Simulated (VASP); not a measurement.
# Ti11AsO24 (a cell with a defect) in VASP: single point with PBE

Aim: the single point of Ti11AsO24 (a cell with a defect) with PBE.

Program: VASP 6.6.1. These are calculated values, not measurements. Logs are shortened: lines on timing, memory, paths and dates and some standing lists are left out, and cuts for length are marked.

## Step 1: The cell of the first run

The cell holds a defect, 36 atoms: a = 6.494 Å, b = 6.494 Å, c = 8.872 Å, α = 90.00°, β = 90.00°, γ = 90.00°.

## Step 2: Single point, PBE

The input, INCAR:

```
SYSTEM = Ti11AsO24
PREC = Accurate
ENCUT = 520
EDIFF = 1E-7
ISMEAR = -1
SIGMA = 0.01
LREAL = Auto
LASPH = .True.
NELM = 100
ALGO = Normal
ISIF = 2
LWAVE = .False.
LCHARG = .True.
GGA = PE
LELF = .True.
LVHAR = .True.
NBANDS = 164
NELECT = 280.0
```

The input, KPOINTS:

```
Automatic mesh
0
Gamma
  3 3 2
  0 0 0
```

The input, POSCAR:

```
Ti11AsO24
1.0
    4.5922000000      4.5922000000      0.0000000000
   -4.5922000000      4.5922000000      0.0000000000
    0.0000000000      0.0000000000      8.8722000000
As Ti O
1 11 24
Direct
    0.0000000000      0.0000000000      0.0000000000
    0.0000000000      0.0000000000      0.3358245016
    0.0000000000      0.0000000000      0.6641754984
    0.5000000000      0.5000000000      0.0000000000
    0.5000000000      0.5000000000      0.3328088408
    0.5000000000      0.5000000000      0.6671911592
    0.5000000000      0.0000000000      0.1688790760
    0.5000000000      0.0000000000      0.5000000000
    0.5000000000      0.0000000000      0.8311209240
    0.0000000000      0.5000000000      0.1641818154
    0.0000000000      0.5000000000      0.5000000000
    0.0000000000      0.5000000000      0.8358181846
    0.2955697566      0.0000000000      0.0000000000
    0.3032394584      0.0000000000      0.3325283706
    0.3032394584      0.0000000000      0.6674716294
    0.8045337475      0.5000000000      0.0000000000
    0.8063650295      0.5000000000      0.3319559391
    0.8063650295      0.5000000000      0.6680440609
    0.5000000000      0.3037406148      0.1666460379
    0.5000000000      0.3036155184      0.5000000000
    0.5000000000      0.3037406148      0.8333539621
    0.0000000000      0.8114214426      0.1559700361
    0.0000000000      0.8061970355      0.5000000000
    0.0000000000      0.8114214426      0.8440299639
    0.7044302434      0.0000000000      0.0000000000
    0.6967605416      0.0000000000      0.3325283706
    0.6967605416      0.0000000000      0.6674716294
    0.1954662525      0.5000000000      0.0000000000
    0.1936349705      0.5000000000      0.3319559391
    0.1936349705      0.5000000000      0.6680440609
    0.5000000000      0.6962593852      0.1666460379
    0.5000000000      0.6963844816      0.5000000000
    0.5000000000      0.6962593852      0.8333539621
    0.0000000000      0.1885785574      0.1559700361
    0.0000000000      0.1938029645      0.5000000000
    0.0000000000      0.1885785574      0.8440299639
```

Potentials or basis: VASP PAW PBE potentials, release 64 (As, Ti_sv, O).

Command:

```sh
$ cat potpaw_PBE.64/As/POTCAR potpaw_PBE.64/Ti_sv/POTCAR potpaw_PBE.64/O/POTCAR > POTCAR
$ mpirun -np 1 vasp_std > vasp.out
```

OUTCAR:

```text
SYSTEM = Ti11AsO24
   PREC = Accurate
   ENCUT = 520
   EDIFF = 1E-7
   ISMEAR = -1
   LREAL = Auto
   LASPH = .True.
   NELM = 100
   ISIF = 2
   GGA = PE
   NELECT = 280.0

 ion  position               nearest neighbor table
   1  0.000  0.000  0.000-  22 1.85  24 1.85  34 1.85  36 1.85  13 1.92  25 1.92
   2  0.000  0.000  0.336-  23 1.93  35 1.93  26 1.97  14 1.97  34 2.01  22 2.01   3 2.91
   3  0.000  0.000  0.664-  23 1.93  35 1.93  27 1.97  15 1.97  24 2.01  36 2.01   2 2.91
   4  0.500  0.500  0.000-  19 1.95  21 1.95  31 1.95  33 1.95  16 1.98  28 1.98
   5  0.500  0.500  0.333-  19 1.95  31 1.95  20 1.96  32 1.96  17 1.99  29 1.99
   6  0.500  0.500  0.667-  21 1.95  33 1.95  32 1.96  20 1.96  18 1.99  30 1.99
   7  0.500  0.000  0.169-  14 1.93  26 1.93  19 1.97  31 1.97  13 2.00  25 2.00
   8  0.500  0.000  0.500-  14 1.96  15 1.96  26 1.96  27 1.96  20 1.97  32 1.97
   9  0.500  0.000  0.831-  15 1.93  27 1.93  21 1.97  33 1.97  13 2.00  25 2.00
  10  0.000  0.500  0.164-  16 1.93  28 1.93  17 1.95  29 1.95  22 2.02  34 2.02  12 2.91
  11  0.000  0.500  0.500-  17 1.95  18 1.95  29 1.95  30 1.95  23 1.99  35 1.99
  12  0.000  0.500  0.836-  16 1.93  28 1.93  18 1.95  30 1.95  24 2.02  36 2.02  10 2.91
  13  0.296  0.000  0.000-   1 1.92   7 2.00   9 2.00
  14  0.303  0.000  0.333-   7 1.93   8 1.96   2 1.97
  15  0.303  0.000  0.667-   9 1.93   8 1.96   3 1.97
  16  0.805  0.500  0.000-  10 1.93  12 1.93   4 1.98
  17  0.806  0.500  0.332-  10 1.95  11 1.95   5 1.99
  18  0.806  0.500  0.668-  12 1.95  11 1.95   6 1.99
[... 16 lines left out ...]
  35  0.000  0.194  0.500-   2 1.93   3 1.93  11 1.99
  36  0.000  0.189  0.844-   1 1.85   3 2.01  12 2.02

  LATTYP: Found a simple tetragonal cell.
 ALAT       =     6.4943515211
 C/A-ratio  =     1.3661410183

  Lattice vectors:

 A1 = (   4.5922000000,   4.5922000000,   0.0000000000)
 A2 = (  -4.5922000000,   4.5922000000,   0.0000000000)
 A3 = (   0.0000000000,   0.0000000000,   8.8722000000)

Analysis of symmetry for initial positions (statically):
=====================================================================
 Subroutine PRICEL returns:
 Original cell was already a primitive cell.

 Routine SETGRP: Setting up the symmetry group for a
 simple tetragonal supercell.

 Subroutine GETGRP returns: Found  8 space group operations
 (whereof  8 operations were pure point group operations)
 out of a pool of 16 trial point group operations.

The static configuration has the point symmetry D_2h.

Analysis of symmetry for dynamics (positions and initial velocities):
=====================================================================
 Subroutine PRICEL returns:
 Original cell was already a primitive cell.

 Routine SETGRP: Setting up the symmetry group for a
 simple tetragonal supercell.

 Subroutine GETGRP returns: Found  8 space group operations
 (whereof  8 operations were pure point group operations)
 out of a pool of 16 trial point group operations.

The dynamic configuration has the point symmetry D_2h.

 Subroutine INISYM returns: Found  8 space group operations
 (whereof  8 operations are pure point group operations),
 and found     1 'primitive' translations

----------------------------------------------------------------------------------------

                                     Primitive cell

  volume of cell :     374.1992

  direct lattice vectors                    reciprocal lattice vectors
     4.592200000  4.592200000  0.000000000     0.108880275  0.108880275  0.000000000
    -4.592200000  4.592200000  0.000000000    -0.108880275  0.108880275  0.000000000
     0.000000000  0.000000000  8.872200000     0.000000000  0.000000000  0.112711616

  length of vectors
     6.494351521  6.494351521  8.872200000     0.153979962  0.153979962  0.112711616

  position of ions in fractional coordinates (direct lattice)
     0.000000000  0.000000000  0.000000000
     0.000000000  0.000000000  0.335824502
     0.000000000  0.000000000  0.664175498
     0.500000000  0.500000000  0.000000000
     0.500000000  0.500000000  0.332808841
     0.500000000  0.500000000  0.667191159
[... 28 lines left out ...]
     0.000000000  0.193802965  0.500000000
     0.000000000  0.188578557  0.844029964

  ion indices of the primitive-cell ions
   primitive index   ion index
                 1           1
                 2           2
                 3           3
                 4           4
                 5           5
                 6           6
[... 28 lines left out ...]
                35          35
                36          36

----------------------------------------------------------------------------------------

 KPOINTS: Automatic mesh

Automatic generation of k-mesh.
 Grid dimensions read from file:
 generate k-points for:    3    3    2

 Generating k-lattice:

  Cartesian coordinates                     Fractional coordinates (reciprocal lattice)
     0.036293425  0.036293425  0.000000000     0.333333333  0.000000000  0.000000000
    -0.036293425  0.036293425  0.000000000     0.000000000  0.333333333  0.000000000
     0.000000000  0.000000000  0.056355808     0.000000000  0.000000000  0.500000000

  Length of vectors
     0.051326654  0.051326654  0.056355808

  Shift w.r.t. Gamma in fractional coordinates (k-lattice)
     0.000000000  0.000000000  0.000000000

 Subroutine IBZKPT returns following result:
 ===========================================

 Found      8 irreducible k-points:

 Following reciprocal coordinates:
            Coordinates               Weight
  0.000000  0.000000  0.000000      1.000000
  0.333333  0.000000  0.000000      2.000000
  0.000000  0.333333  0.000000      2.000000
  0.333333  0.333333  0.000000      4.000000
  0.000000  0.000000  0.500000      1.000000
  0.333333  0.000000  0.500000      2.000000
  0.000000  0.333333  0.500000      2.000000
  0.333333  0.333333  0.500000      4.000000
   k-points           NKPTS =      8   k-points in BZ     NKDIM =      8   number of bands    NBANDS=    164
   number of dos      NEDOS =    301   number of ions     NIONS =     36
   total plane-waves  NPLWV = 161280
   dimension x,y,z NGX =    48 NGY =   48 NGZ =   70
   dimension x,y,z NGXF=    96 NGYF=   96 NGZF=  140
   ions per type =               1  11  24
   NGX,Y,Z   is equivalent  to a cutoff of  12.29, 12.29, 13.12 a.u.
   NGXF,Y,Z  is equivalent  to a cutoff of  24.57, 24.57, 26.23 a.u.
 SYSTEM =  Ti11AsO24
   PREC   = accura    normal or accurate (medium, high low for compatibility)
   ISTART =      0    job   : 0-new  1-cont  2-samecut
   ICHARG =      2    charge: 1-file 2-atom 10-const
   ISPIN  =      1    spin polarized calculation?
   LNONCOLLINEAR =      F non collinear calculations
   LSORBIT =      F    spin-orbit coupling
   LASPH  =      T    aspherical Exc in radial PAW
   ENCUT  =  520.0 eV  38.22 Ry    6.18 a.u.  12.08 12.08 16.50*2*pi/ulx,y,z
   NELM   =    100;   NELMIN=  2; NELMDL= -5     # of ELM steps
   EDIFF  = 0.1E-06   stopping-criterion for ELM
   LREAL  =      T    real-space projection
   EDIFFG = 0.1E-05   stopping-criterion for IOM
   NSW    =      0    number of steps for IOM
   IBRION =     -1    ionic relax: 0-MD 1-quasi-New 2-CG
   NFREE  =      0    steps in history (QN), initial steepest desc. (CG)
   ISIF   =      2    stress and relaxation
   ISYM   =      2    0-nonsym 1-usesym 2-fastsym
   POTIM  = 0.5000    time-step for ionic-motion
   TEBEG  =    0.0;   TEEND  =   0.0 temperature during run
   PSTRESS=    0.0 pullay stress
   NELECT =     280.0000    total number of electrons
   NUPDOWN=      -1.0000    fix difference up-down
   EMIN   =  10.00;   EMAX   =-10.00  energy-range for DOS
   EFERMI =   0.00;   METHOD = LEGACY
   ISMEAR =    -1;   SIGMA  =   0.01  broadening in eV -4-tet -1-fermi 0-gaus
   EFERMI_NEDOS =   21; number of points for ismear=-14 and -15
   IALGO  =     38    algorithm
   IMIX   =      4    mixing-type and parameters
     AMIX     =   0.40;   BMIX     =  1.00
     AMIX_MAG =   1.60;   BMIX_MAG =  1.00
  volume/ion in A,a.u.               =      10.39        70.15
  Fermi-wavevector in a.u.,A,eV,Ry     =   1.486255  2.808614 30.054626  2.208953
  Thomas-Fermi vector in A             =   2.599564
   LORBIT       =      0    0 simple, 1 ext, 2 COOP (PROOUT), +10 PAW based schemes
   GGA     = PE    functional components
   LHFCALC =     F    Hartree Fock is set to
   AEXX    =    0.0000 exact exchange contribution
   IVDW    =     0    specifies the selected vdW correction
   LEPSILON=     F    determine dielectric tensor
   LRPA    =     F    only Hartree local field effects (RPA)
 non-spin polarized calculation
  energy-cutoff  :      520.00
  volume of cell :      374.20
 maximum number of plane-waves:     10086
   NGX = 25   NGY = 25   NGZ = 33

 number of electron     279.9999967 magnetization

 Free energy of the ion-electron system (eV)
  ---------------------------------------------------
  ext. energy  EPLUGINS =         0.00000000
  ---------------------------------------------------
  free energy    TOTEN  =      -318.81553408 eV

  energy without entropy =     -318.81553408  energy(sigma->0) =     -318.81553408

 E-fermi :   5.1894     XC(G=0): -11.3679

 val. band max:        4.8324464778   @ k =   0.0000   0.0000   0.0000
 cond. band min:       6.2435962299   @ k =   0.0000   0.0000   0.0000
 fundamental gap:      1.4111497521
 Fermi energy:         5.1893916792

 k-point     1 :       0.0000    0.0000    0.0000
  band No.  band energies     occupation
      1     -52.3326      2.00000
      2     -52.3081      2.00000
      3     -52.1595      2.00000
      4     -52.1393      2.00000
      5     -52.1153      2.00000
      6     -52.1098      2.00000
[... 144 lines left out ...]
    151       7.4079      0.00000
    152       7.4524      0.00000

 k-point     2 :       0.3333    0.0000    0.0000
  band No.  band energies     occupation
      1     -52.3325      2.00000
      2     -52.3081      2.00000
      3     -52.1594      2.00000
      4     -52.1393      2.00000
      5     -52.1153      2.00000
      6     -52.1097      2.00000
[... 1074 lines left out ...]
    151       7.5065      0.00000
    152       7.5543      0.00000
 [bands above 152 left out]

------------------------ aborting loop because EDIFF is reached ----------------------------------------

  FORCE on cell =-STRESS in cart. coord.  units (eV):
  Direction    XX          YY          ZZ          XY          YZ          ZX
  --------------------------------------------------------------------------------------
  -------------------------------------------------------------------------------------
  Total       -2.5205471     -2.5205471     -1.2743960     -1.4039568      0.0000000      0.0000000
  in kB      -10.7920138    -10.7920138     -5.4564739     -6.0112033      0.0000000      0.0000000
  external PRESSURE =      -9.0135005 kB  Pullay stress =       0.0000000 kB

 VOLUME and BASIS-vectors are now :
 -----------------------------------------------------------------------------
  energy-cutoff  :      520.00
  volume of cell :      374.20
      direct lattice vectors                 reciprocal lattice vectors
     4.592200000  4.592200000  0.000000000     0.108880275  0.108880275  0.000000000
    -4.592200000  4.592200000  0.000000000    -0.108880275  0.108880275  0.000000000
     0.000000000  0.000000000  8.872200000     0.000000000  0.000000000  0.112711616

 POSITION                                       TOTAL-FORCE (eV/Angst)
 -----------------------------------------------------------------------------------
      0.00000      0.00000      0.00000        -0.000000     -0.000000     -0.000000
      0.00000      0.00000      2.97950        -0.000000     -0.000000     -0.013306
      0.00000      0.00000      5.89270        -0.000000     -0.000000      0.013306
      0.00000      4.59220      0.00000        -0.000000     -0.000000     -0.000000
      0.00000      4.59220      2.95275        -0.000000     -0.000000      0.008546
      0.00000      4.59220      5.91945        -0.000000     -0.000000     -0.008546
[... 28 lines left out ...]
     -0.88998      0.88998      4.43610        -0.031821      0.031821     -0.000000
     -0.86599      0.86599      7.48840        -0.039651      0.039651     -0.051294
 -----------------------------------------------------------------------------------
    total drift:                               -0.000000      0.000000     -0.000000

  FREE ENERGIE OF THE ION-ELECTRON SYSTEM (eV)
  ---------------------------------------------------
  free  energy   TOTEN  =      -318.8155340756 eV

  energy  without entropy=     -318.8155340756  energy(sigma->0) =     -318.81553408
```

Run time: 19 min. Hardware: 1 thread of Intel Xeon Platinum 8259CL at 2.50GHz (Skylake/Cascade Lake), shared host; peak memory 0.58 GiB.

Results:

| Property | Result |
| --- | --- |
| Free energy | -318.8155 eV |
| Largest force | 0.076 eV/Å |

Forces on the atoms (eV/Å):
```
As   0.000  0.000  0.000
Ti   0.000  0.000 -0.013
Ti   0.000  0.000  0.013
Ti   0.000  0.000  0.000
Ti   0.000  0.000  0.009
Ti   0.000  0.000 -0.009
Ti   0.000  0.000 -0.034
Ti   0.000  0.000  0.000
Ti   0.000  0.000  0.034
Ti   0.000  0.000  0.002
Ti   0.000  0.000  0.000
Ti   0.000  0.000 -0.002
O   -0.005 -0.005  0.000
O   -0.019 -0.019  0.005
O   -0.019 -0.019 -0.005
O   -0.024 -0.024  0.000
O   -0.021 -0.021  0.002
O   -0.021 -0.021 -0.002
O    0.019 -0.019 -0.003
O    0.017 -0.017  0.000
O    0.019 -0.019  0.003
O    0.040 -0.040  0.051
O    0.032 -0.032  0.000
O    0.040 -0.040 -0.051
O    0.005  0.005  0.000
O    0.019  0.019  0.005
O    0.019  0.019 -0.005
O    0.024  0.024  0.000
O    0.021  0.021  0.002
O    0.021  0.021 -0.002
O   -0.019  0.019 -0.003
O   -0.017  0.017  0.000
O   -0.019  0.019  0.003
O   -0.040  0.040  0.051
O   -0.032  0.032  0.000
O   -0.040  0.040 -0.051
```

Levels at points of the mesh, in eV from the Fermi level:
| k point | band 138 | band 139 | band 140 | band 141 | band 142 | band 143 |
| --- | --- | --- | --- | --- | --- | --- |
| (0.00, 0.00, 0.00) | -0.84 | -0.83 | -0.36 | 1.05 | 1.54 | 1.59 |
| (0.00, 0.00, 0.50) | -1.01 | -0.58 | -0.47 | 1.42 | 1.57 | 1.83 |

Caveat: the cell carries a net charge on a neutralising background, which shifts energy and pressure; the cell is charged against a uniform background, so pressure and absolute levels hang on convention.
